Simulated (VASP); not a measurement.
Write the native input for VASP 6.6.1 that does the following.

| Property | Result |
| --- | --- |
| Task | single point |
| Functional | PBE |
| Potentials or basis | VASP PAW PBE potentials, release 64 (Li_sv, Si, N) |
| Cutoff | 520 eV |
| k mesh | 6 × 6 × 6 |
| Occupations | gaussian, width 0.1 eV |
| Spin | no spin polarisation |
| Dipole correction | no |
| Further INCAR settings | ALGO = Normal; EDIFF = 1e-06; NBANDS = 22 |

The structure of LiSi3N2 lies in POSCAR:

```
LiSi3N2
1.0
    5.4212399700      0.0000000000      0.0000000000
   -2.7106199900      4.6949315300      0.0000000000
    0.0000000000      0.0000000000      2.9670522800
Li Si N
1 3 2
Direct
    0.0000000000      0.0000000000      0.0000000000
    0.0000000000      0.5000000000      0.5000000000
    0.5000000000      0.0000000000      0.5000000000
    0.5000000000      0.5000000000      0.5000000000
    0.6666666700      0.3333333300      0.0000000000
    0.3333333300      0.6666666700      0.0000000000
```

The cell was generated, and may not be a known phase.

One way to write it, as run:

INCAR

```
ALGO     = Normal         # electronic algorithm
EDIFF    = 1E-6           # SCF threshold, eV
ENCUT    = 520            # plane-wave cutoff, eV
GGA      = PE             # functional
ISIF     = 2              # what is computed and relaxed
ISMEAR   = 0              # smearing method
LASPH    = True           # aspherical terms in the spheres
LCHARG   = False          # write CHGCAR
LREAL    = False          # projectors in reciprocal space
LWAVE    = False          # write WAVECAR
NBANDS   = 22             # bands
NELM     = 100            # most SCF steps
PREC     = Accurate       # precision mode
SIGMA    = 0.1            # smearing width, eV
```

KPOINTS

```
k-points
0
Gamma
  6 6 6
```

Potentials or basis: VASP PAW PBE potentials, release 64 (Li_sv, Si, N).

The run is started by

```console
$ cat potpaw_PBE.64/Li_sv/POTCAR potpaw_PBE.64/Si/POTCAR potpaw_PBE.64/N/POTCAR > POTCAR
$ mpirun -np 1 vasp_std > vasp.out
```

It gave:

The band gap on the k mesh is zero (an odd number of electrons rules out a gap without spin polarisation).

Caveat: an odd number of electrons without spin polarisation forces a metal; a magnetic or distorted state may lie lower.

It took 64 s on 1 thread of Oxide Virtual Turin-like Processor (shared host), peak memory 0.17 GiB.
